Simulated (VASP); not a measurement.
Input of a VASP 6.6.1 run:

File INCAR:

```
SYSTEM = BiP
PREC = Accurate
ENCUT = 520
EDIFF = 1E-6
ISMEAR = 0
SIGMA = 0.05
LREAL = .FALSE.
LASPH = .TRUE.
NELM = 80
ALGO = Normal
ISIF = 2
LWAVE = .FALSE.
LCHARG = .TRUE.
GGA = PS
LELF = .TRUE.
LVHAR = .TRUE.
NBANDS = 17
```

Contents of KPOINTS:

```
Automatic mesh
0
G
  10 10 10
  0 0 0
```

Contents of POSCAR:

```
BiP
1.0
    0.0000000000      3.2331734584      3.2331734584
    3.2331734584      0.0000000000      3.2331734584
    3.2331734584      3.2331734584      0.0000000000
Bi P
1 1
Direct
    0.0000000000      0.0000000000      0.0000000000
    0.2500000000      0.2500000000      0.2500000000
```

Potentials or basis: VASP PAW PBE potentials, release 64 (Bi_d, P).

Launch:

```console
$ cat potpaw_PBE.64/Bi_d/POTCAR potpaw_PBE.64/P/POTCAR > POTCAR
$ mpirun -np 1 vasp_std > vasp.out
```

(1) What does it give for the pressure?

(2) Estimate the band gap on the k mesh.

Answers

(1) -1.2 GPa.

(2) zero (bands 10 and 11 overlap by 0.73 eV).

Caveat: the PAW data sets were made with another functional, which shifts forces and pressure a little; spin-orbit coupling is left out, which moves the levels of the heavy elements.
